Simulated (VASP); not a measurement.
Input of a VASP 6.6.1 run:

File INCAR:

```
SYSTEM = Ti4C
PREC = Accurate
ENCUT = 520
EDIFF = 1E-6
ISMEAR = 0
SIGMA = 0.1
LREAL = .FALSE.
LASPH = .TRUE.
NELM = 60
ALGO = Normal
ISIF = 2
LWAVE = .FALSE.
LCHARG = .FALSE.
LDIPOL = .TRUE.
IDIPOL = 3
DIPOL = 0.5 0.5 0.343
GGA = PS
IBRION = 2
NSW = 36
EDIFFG = -0.025
```

Contents of KPOINTS:

```
Automatic mesh
0
G
  9 7 1
  0 0 0
```

Contents of POSCAR:

```
Ti4C
1.0
    2.8676282151      0.0000000000      0.0000000000
    0.0000000000      4.0554387137      0.0000000000
    0.0000000000      0.0000000000     19.6054200203
Ti C
4 1
Selective dynamics
Direct
    0.5000000000      0.5000000000      0.2040252132  F F F
    0.0000000000      0.0000000000      0.2771587704  F F F
    0.5000000000      0.5000000000      0.3434213386  F F F
    0.0000000000      0.0000000000      0.4134275120  F F F
    0.5000000000      0.2000000000      0.4746350759  F F T
```

Potentials or basis: VASP PAW PBE potentials, release 64 (Ti_sv, C).

Run with:

```console
$ cat potpaw_PBE.64/Ti_sv/POTCAR potpaw_PBE.64/C/POTCAR > POTCAR
$ mpirun -np 1 vasp_std > vasp.out
```

Task: Predict the band gap on the k mesh.

Result: Zero (bands 26 and 27 overlap by 0.04 eV).

Task: Predict the energy gained by relaxing.

Result: 132.7 meV/atom.

Final structure:
```cif
data_structure
_symmetry_space_group_name_H-M 'P 1'
_symmetry_Int_Tables_number 1
_cell_length_a 2.8676
_cell_length_b 4.0554
_cell_length_c 19.6054
_cell_angle_alpha 90.000
_cell_angle_beta 90.000
_cell_angle_gamma 90.000
_cell_volume 228.00
loop_
_atom_site_label
_atom_site_type_symbol
_atom_site_fract_x
_atom_site_fract_y
_atom_site_fract_z
_atom_site_occupancy
Ti1 Ti 0.50000 0.50000 0.20403 1
Ti2 Ti 0.00000 0.00000 0.27716 1
Ti3 Ti 0.50000 0.50000 0.34342 1
Ti4 Ti 0.00000 0.00000 0.41343 1
C1 C 0.50000 0.20000 0.45177 1
```
